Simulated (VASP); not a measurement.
Runs of VASP 6.6.1 on SiC (Moissanite). The structure is that of space group P6_3mc (No. 186), or close to it. The cells are those of the table. 

```tsv
cell	gap on the mesh (eV)	pressure (GPa)	largest force (eV/Å)
a = 3.076, b = 3.103, c = 5.049 Å, angles 90.4, 91.1, 120.9°, 4 atoms	2.13	0.8	0.87
a = 3.076, b = 3.089, c = 5.048 Å, angles 90.2, 90.6, 120.4°, 4 atoms	2.15	0.6	0.78
a = 3.076, b = 3.076, c = 5.048 Å, angles 90.0, 90.0, 120.0°, 4 atoms	2.16	0.6	(b)
a = 3.076, b = 3.063, c = 5.048 Å, angles 89.8, 89.4, 119.6°, 4 atoms	2.15	0.6	0.78
a = 3.076, b = 3.049, c = 5.049 Å, angles 89.6, 88.8, 119.1°, 4 atoms	(a)	0.8	0.84
```

Alike in all rows: task single point; level PBEsol; potentials or basis VASP PAW PBE potentials, release 64 (Si, C); no spin polarisation; k mesh 12 × 12 × 4; cutoff (eV) 520; smearing gaussian 0.05 eV.

Question: Estimate the missing entries.

Answer: (a) 2.14; (b) 0.75.

Caveats: the PAW data sets were made with another functional, which shifts forces and pressure a little.

A k mesh can miss the band edges.
